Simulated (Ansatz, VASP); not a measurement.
**Ti3Si4Ni in VASP and in Ansatz**

```
CELL_PARAMETERS angstrom
3.47627 2.00702 2.73592
-3.47627 2.00702 2.73592
0.00000 -4.01405 2.73592
ATOMIC_POSITIONS crystal
Ti 0.15100 0.63224 0.34273
Ti 0.34273 0.15100 0.63224
Ti 0.63224 0.34273 0.15100
Si 0.83428 0.37109 0.66952
Si 0.13908 0.13908 0.13908
Si 0.66952 0.83428 0.37109
Si 0.37109 0.66952 0.83428
Ni 0.86005 0.86005 0.86005
```

Alike in both runs: task relaxation of cell and atoms; functional PBE; k mesh 6 × 6 × 6; occupations gaussian, width 0.1 eV; no spin polarisation.

|  | VASP | Ansatz |
| --- | --- | --- |
| version | VASP 6.6.1 | Ansatz 0.2.0 |
| potentials or method | VASP PAW PBE potentials, release 64 (Ti_sv, Si, Ni), cutoff 600 eV | scalar-relativistic, plane waves, PAW |
| valence electrons in the cell | 62 | 70 |

|  | VASP | Ansatz | Ansatz less VASP |
| --- | --- | --- | --- |
| gap on the k mesh at the Fermi level, each at its own relaxed structure (eV) | none | none | - |
| relaxed volume (Å³/atom) | 14.30 | 14.32 | +0.016 |
| relaxed cell length with the largest relative difference (Å) | 4.856 | 4.858 | +0.0019 |

A gap of «none» marks a metal or a gap that the smearing closes. VASP's potentials hold 62 valence electrons a cell and Ansatz's 70, so a difference there can come from the potentials and not from the codes.
